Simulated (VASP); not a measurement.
# Zr (P6_3/mmc) in VASP: notebook, part 3 of 3

VASP 6.6.1. The steps go on from the part before.

### 5 Single point, LDA

This run uses another cell than the first one, of 22.82 Å³/atom, 0.925 times its volume.

INCAR reads:

```
ALGO = Normal
EDIFF = 1E-7
ENCUT = 520
ISIF = 2
ISMEAR = -1
LASPH = T
LCHARG = T
LELF = T
LREAL = F
LVHAR = T
LWAVE = F
NBANDS = 19
NELM = 60
PREC = Accurate
SIGMA = 0.05
```

KPOINTS reads:

```
k-points
0
Gamma
  9 9 5
```

POSCAR reads:

```
Zr
1.0
    3.2103080712      0.0000000000      0.0000000000
   -1.6051540356      2.7802083436      0.0000000000
    0.0000000000      0.0000000000      5.1124553350
Zr
2
Direct
    0.6666666667      0.3333333333      0.7500000000
    0.3333333333      0.6666666667      0.2500000000
```

Potentials or basis: VASP PAW LDA potentials, release 64 (Zr_sv).

Run with:

```sh
cat potpaw_LDA.64/Zr_sv/POTCAR > POTCAR
mpirun -np 1 vasp_std > vasp.out
```

OUTCAR:

```text
EDIFF = 1E-7
   ENCUT = 520
   ISIF = 2
   ISMEAR = -1
   LASPH = T
   LREAL = F
   NELM = 60
   PREC = Accurate

 ion  position               nearest neighbor table
   1  0.667  0.333  0.750-   2 3.16   2 3.16   2 3.16   2 3.16   2 3.16   2 3.16
   2  0.333  0.667  0.250-   1 3.16   1 3.16   1 3.16   1 3.16   1 3.16   1 3.16

  LATTYP: Found a hexagonal cell.
 ALAT       =     3.2103080712
 C/A-ratio  =     1.5925123763

  Lattice vectors:

 A1 = (   3.2103080712,   0.0000000000,   0.0000000000)
 A2 = (  -1.6051540356,   2.7802083436,   0.0000000000)
 A3 = (   0.0000000000,   0.0000000000,   5.1124553350)

Analysis of symmetry for initial positions (statically):
=====================================================================
 Subroutine PRICEL returns:
 Original cell was already a primitive cell.

 Routine SETGRP: Setting up the symmetry group for a
 hexagonal supercell.

 Subroutine GETGRP returns: Found 24 space group operations
 (whereof 12 operations were pure point group operations)
 out of a pool of 24 trial point group operations.

The static configuration has the point symmetry D_3d.
 The point group associated with its full space group is D_6h.

Analysis of symmetry for dynamics (positions and initial velocities):
=====================================================================
 Subroutine PRICEL returns:
 Original cell was already a primitive cell.

 Routine SETGRP: Setting up the symmetry group for a
 hexagonal supercell.

 Subroutine GETGRP returns: Found 24 space group operations
 (whereof 12 operations were pure point group operations)
 out of a pool of 24 trial point group operations.

The dynamic configuration has the point symmetry D_3d.
 The point group associated with its full space group is D_6h.

 Subroutine INISYM returns: Found 24 space group operations
 (whereof 12 operations are pure point group operations),
 and found     1 'primitive' translations

----------------------------------------------------------------------------------------

                                     Primitive cell

  volume of cell :      45.6303

  direct lattice vectors                    reciprocal lattice vectors
     3.210308071  0.000000000  0.000000000     0.311496585  0.179842637  0.000000000
    -1.605154036  2.780208344  0.000000000     0.000000000  0.359685274  0.000000000
     0.000000000  0.000000000  5.112455335     0.000000000  0.000000000  0.195600731

  length of vectors
     3.210308071  3.210308071  5.112455335     0.359685274  0.359685274  0.195600731

  position of ions in fractional coordinates (direct lattice)
     0.666666667  0.333333333  0.750000000
     0.333333333  0.666666667  0.250000000

  ion indices of the primitive-cell ions
   primitive index   ion index
                 1           1
                 2           2

----------------------------------------------------------------------------------------

 KPOINTS: k-points

Automatic generation of k-mesh.
 Grid dimensions read from file:
 generate k-points for:    9    9    5

 Generating k-lattice:

  Cartesian coordinates                     Fractional coordinates (reciprocal lattice)
     0.034610732  0.019982515  0.000000000     0.111111111  0.000000000  0.000000000
     0.000000000  0.039965030  0.000000000     0.000000000  0.111111111  0.000000000
     0.000000000  0.000000000  0.039120146     0.000000000  0.000000000  0.200000000

  Length of vectors
     0.039965030  0.039965030  0.039120146

  Shift w.r.t. Gamma in fractional coordinates (k-lattice)
     0.000000000  0.000000000  0.000000000

 Subroutine IBZKPT returns following result:
 ===========================================

 Found     36 irreducible k-points:

 Following reciprocal coordinates:
            Coordinates               Weight
  0.000000  0.000000  0.000000      1.000000
  0.111111 -0.000000  0.000000      6.000000
  0.222222 -0.000000  0.000000      6.000000
  0.333333  0.000000  0.000000      6.000000
  0.444444 -0.000000  0.000000      6.000000
  0.111111  0.111111  0.000000      6.000000
[... 16 lines left out ...]
  0.333333  0.222222  0.200000     24.000000
  0.333333  0.333333  0.200000      4.000000
 [... further k-points ...]
   k-points           NKPTS =     36   k-points in BZ     NKDIM =     36   number of bands    NBANDS=     19
   number of dos      NEDOS =    301   number of ions     NIONS =      2
   total plane-waves  NPLWV =  23040
   dimension x,y,z NGX =    24 NGY =   24 NGZ =   40
   dimension x,y,z NGXF=    48 NGYF=   48 NGZF=   80
   ions per type =               2
   NGX,Y,Z   is equivalent  to a cutoff of  12.43, 12.43, 13.01 a.u.
   NGXF,Y,Z  is equivalent  to a cutoff of  24.86, 24.86, 26.01 a.u.
 SYSTEM =  unknown system
   PREC   = accura    normal or accurate (medium, high low for compatibility)
   ISTART =      0    job   : 0-new  1-cont  2-samecut
   ICHARG =      2    charge: 1-file 2-atom 10-const
   ISPIN  =      1    spin polarized calculation?
   LNONCOLLINEAR =      F non collinear calculations
   LSORBIT =      F    spin-orbit coupling
   LASPH  =      T    aspherical Exc in radial PAW
   ENCUT  =  520.0 eV  38.22 Ry    6.18 a.u.   5.97  5.97  9.51*2*pi/ulx,y,z
   NELM   =     60;   NELMIN=  2; NELMDL= -5     # of ELM steps
   EDIFF  = 0.1E-06   stopping-criterion for ELM
   LREAL  =      F    real-space projection
   EDIFFG = 0.1E-05   stopping-criterion for IOM
   NSW    =      0    number of steps for IOM
   IBRION =     -1    ionic relax: 0-MD 1-quasi-New 2-CG
   NFREE  =      0    steps in history (QN), initial steepest desc. (CG)
   ISIF   =      2    stress and relaxation
   ISYM   =      2    0-nonsym 1-usesym 2-fastsym
   POTIM  = 0.5000    time-step for ionic-motion
   TEBEG  =    0.0;   TEEND  =   0.0 temperature during run
   PSTRESS=    0.0 pullay stress
   NELECT =      24.0000    total number of electrons
   NUPDOWN=      -1.0000    fix difference up-down
   EMIN   =  10.00;   EMAX   =-10.00  energy-range for DOS
   EFERMI =   0.00;   METHOD = LEGACY
   ISMEAR =    -1;   SIGMA  =   0.05  broadening in eV -4-tet -1-fermi 0-gaus
   EFERMI_NEDOS =   21; number of points for ismear=-14 and -15
   IALGO  =     38    algorithm
   IMIX   =      4    mixing-type and parameters
     AMIX     =   0.40;   BMIX     =  1.00
     AMIX_MAG =   1.60;   BMIX_MAG =  1.00
  volume/ion in A,a.u.               =      22.82       153.96
  Fermi-wavevector in a.u.,A,eV,Ry     =   1.321480  2.497236 23.759995  1.746310
  Thomas-Fermi vector in A             =   2.451231
   LORBIT       =      0    0 simple, 1 ext, 2 COOP (PROOUT), +10 PAW based schemes
   GGA     = CA    functional components
   LHFCALC =     F    Hartree Fock is set to
   AEXX    =    0.0000 exact exchange contribution
   IVDW    =     0    specifies the selected vdW correction
   LEPSILON=     F    determine dielectric tensor
   LRPA    =     F    only Hartree local field effects (RPA)
 non-spin polarized calculation
  energy-cutoff  :      520.00
  volume of cell :       45.63
 maximum number of plane-waves:      1254
 NGX is ok and might be reduce to    24
   NGX = 11   NGY = 11   NGZ = 19

 number of electron      24.0000000 magnetization

 Free energy of the ion-electron system (eV)
  ---------------------------------------------------
  ext. energy  EPLUGINS =         0.00000000
  ---------------------------------------------------
  free energy    TOTEN  =       -18.56874215 eV

  energy without entropy =      -18.55087533  energy(sigma->0) =      -18.55980874

 E-fermi :   9.0297     XC(G=0): -11.3873

 val. band max:        9.0240633124   @ k =   0.1111  -0.0000   0.4000
 cond. band min:       9.0411096110   @ k =   0.2222   0.2222   0.4000
 fundamental gap:      0.0170462985
 Fermi energy:         9.0296730253

 k-point     1 :       0.0000    0.0000    0.0000
  band No.  band energies     occupation
      1     -39.5051      2.00000
      2     -39.3325      2.00000
      3     -18.2196      2.00000
      4     -17.2781      2.00000
      5     -17.2781      2.00000
      6     -17.1260      2.00000
[... 11 lines left out ...]
     18      11.1439      0.00000
     19      13.5194      0.00000

 k-point     2 :       0.1111   -0.0000    0.0000
  band No.  band energies     occupation
      1     -39.4897      2.00000
      2     -39.3262      2.00000
      3     -18.1792      2.00000
      4     -17.3672      2.00000
      5     -17.3071      2.00000
      6     -17.2166      2.00000
[... 476 lines left out ...]
 k-point    24 :       0.3333    0.3333    0.2000
  band No.  band energies     occupation
      1     -39.3132      2.00000
      2     -39.3132      2.00000
      3     -17.8572      2.00000
      4     -17.8467      2.00000
      5     -17.8467      2.00000
      6     -17.5740      2.00000
[... 11 lines left out ...]
     18      13.5048      0.00000
     19      15.8531      0.00000

 [... further k-points ...]
[... 5 lines left out ...]
  --------------------------------------------------------------------------------------
  -------------------------------------------------------------------------------------
  Total       -1.3079038     -1.3079038     -1.0016222      0.0000000      0.0000000      0.0000000
  in kB      -45.9232692    -45.9232692    -35.1690743      0.0000000      0.0000000      0.0000000
  external PRESSURE =     -42.3385375 kB  Pullay stress =       0.0000000 kB

 VOLUME and BASIS-vectors are now :
 -----------------------------------------------------------------------------
  energy-cutoff  :      520.00
  volume of cell :       45.63
      direct lattice vectors                 reciprocal lattice vectors
     3.210308071  0.000000000  0.000000000     0.311496585  0.179842637  0.000000000
    -1.605154036  2.780208344  0.000000000     0.000000000  0.359685274  0.000000000
     0.000000000  0.000000000  5.112455335     0.000000000  0.000000000  0.195600731

 POSITION                                       TOTAL-FORCE (eV/Angst)
 -----------------------------------------------------------------------------------
      1.60515      0.92674      3.83434        -0.000000      0.000000      0.000000
     -0.00000      1.85347      1.27811         0.000000     -0.000000      0.000000
 -----------------------------------------------------------------------------------
    total drift:                               -0.000000      0.000000     -0.000000

  FREE ENERGIE OF THE ION-ELECTRON SYSTEM (eV)
  ---------------------------------------------------
  free  energy   TOTEN  =       -18.5687421477 eV

  energy  without entropy=      -18.5508753346  energy(sigma->0) =      -18.55980874
```

stdout:

```text
POSCAR found type information on POSCAR Zr
 POSCAR found :  1 types and       2 ions
 scaLAPACK will be used
 LDA part: xc-table for (Slater(with rela. corr.)+CA(PZ))
 , standard interpolation
 POSCAR, INCAR and KPOINTS ok, starting setup
 FFT: planning ... GRIDC
 FFT: planning ... GRID_SOFT
 FFT: planning ... GRID
 WAVECAR not read
 entering main loop
```

Run time: 8.5 s. Hardware: 1 thread of Intel Xeon 6975P-C (Granite Rapids), shared host; peak memory 0.15 GiB.

What came out:

```yaml
Free_energy: -18.5687 eV
Pressure: -4.2 GPa
Band_gap_on_the_k_mesh: zero (band 12 reaches 9.85 eV, above the bottom of band 13 at 8.79 eV)
```

Levels at points of the mesh, in eV from the Fermi level:
| k point | band 10 | band 11 | band 12 | band 13 | band 14 | band 15 |
| --- | --- | --- | --- | --- | --- | --- |
| (0.00, 0.00, 0.00) | -3.10 | 0.82 | 0.82 | 0.98 | 1.33 | 1.53 |

### 6 Summary

```csv
cell,gap on the mesh (eV),pressure (GPa)
"a = 3.295, b = 3.295, c = 5.248 Å, angles 90.0, 90.0, 120.0°, 2 atoms",none,-10.4
"a = 3.166, b = 3.166, c = 5.042 Å, angles 90.0, 90.0, 120.0°, 2 atoms",none,-0.2
"a = 3.188, b = 3.188, c = 5.077 Å, angles 90.0, 90.0, 120.0°, 2 atoms",none,-2.3
"a = 3.210, b = 3.210, c = 5.112 Å, angles 90.0, 90.0, 120.0°, 2 atoms",none,-4.2
```

Alike in all rows: task single point; level LDA; potentials or basis VASP PAW LDA potentials, release 64 (Zr_sv); no spin polarisation; k mesh 9 × 9 × 5; cutoff (eV) 520; smearing fermi-dirac 0.05 eV.

Absolute energies hang on the potentials; compare differences alone.
